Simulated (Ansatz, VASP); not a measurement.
## One calculation of Li2O, two programs

The input INCAR:

```
ALGO     = Normal         # electronic algorithm
EDIFF    = 1E-6           # SCF threshold, eV
ENCUT    = 750            # plane-wave cutoff, eV
GGA      = PS             # functional
GGA_COMPAT= F            
ISIF     = 2              # what is computed and relaxed
ISMEAR   = -1             # smearing method
LASPH    = T              # aspherical terms in the spheres
LCHARG   = T              # write CHGCAR
LELF     = T              # ELF
LREAL    = F              # projectors in reciprocal space
LVHAR    = T            
LWAVE    = F              # write WAVECAR
NBANDS   = 13             # bands
NELM     = 120            # most SCF steps
PREC     = Accurate       # precision mode
SIGMA    = 0.03           # smearing width, eV
```

KPOINTS

```
k-points
0
Gamma
  9 9 9
```

Contents of POSCAR:

```
Li2O
1.0
    0.0000000000      2.3095000000      2.3325950000
    2.3095000000      0.0000000000      2.3325950000
    2.3095000000      2.3095000000      0.0000000000
Li O
2 1
Direct
    0.2500000000      0.2500000000      0.2500000000
    0.7500000000      0.7500000000      0.7500000000
    0.0000000000      0.0000000000      0.0000000000
```

Input for Ansatz:

```yaml
crystal:
  lattice:
    - [0.0, 2.3095, 2.332595]
    - [2.3095, 0.0, 2.332595]
    - [2.3095, 2.3095, 0.0]
  atoms:
    - { symbol: Li, position: [0.25, 0.25, 0.25] }
    - { symbol: Li, position: [0.75, 0.75, 0.75] }
    - { symbol: O, position: [0.0, 0.0, 0.0] }
kpoints:
  mp_grid: { grid: [9, 9, 9] }
  band_path:
    path:
      - [0.0, 0.0, 0.0]
      - [0.0, 0.5, 0.5]
      - [0.25, 0.75, 0.5]
      - [0.0, 0.5, 0.0]
      - [0.0, 0.0, 0.0]
      - [0.5, 0.5, 0.0]
      - [0.3725370062, 0.6274629938, 0.0]
      - [-0.3725370062, 0.3725370062, 0.0]
      - [0.0, 0.0, 0.0]
    npoints: 5
scf:
  occupations: { method: fermi_dirac, width: 0.03 }
hamiltonian:
  xc: pbesol
  pseudopotentials: { kind: all_electron, lapw: { basis_error: 0.0005 } }
output:
  forces: true
  stress: true
  eigenvalues: true
```

Change from the starting cell: zz strain of +1 %.

Alike in both runs: task single point; functional PBEsol; k mesh 9 × 9 × 9; occupations fermi-dirac, width 0.03 eV; no spin polarisation.

|  | VASP | Ansatz |
| --- | --- | --- |
| version | VASP 6.6.1 | Ansatz 0.2.0 |
| potentials or method | VASP PAW PBE potentials, release 64 (Li_sv, O), cutoff 750 eV | all-electron LAPW, scalar-relativistic |

|  | VASP | Ansatz | Ansatz less VASP |
| --- | --- | --- | --- |
| gap on the k mesh at the Fermi level (eV) | 4.89 | 4.90 | +0.007 |
| pressure (GPa) | -2.7 | -2.9 | -0.15 |
| traceless stress, the component that is largest in VASP (GPa) | -1.22 | -1.23 | -0.005 |

VASP's potentials were made for PBE, not for PBEsol. Ansatz ran all-electron here, and VASP with PAW potentials.
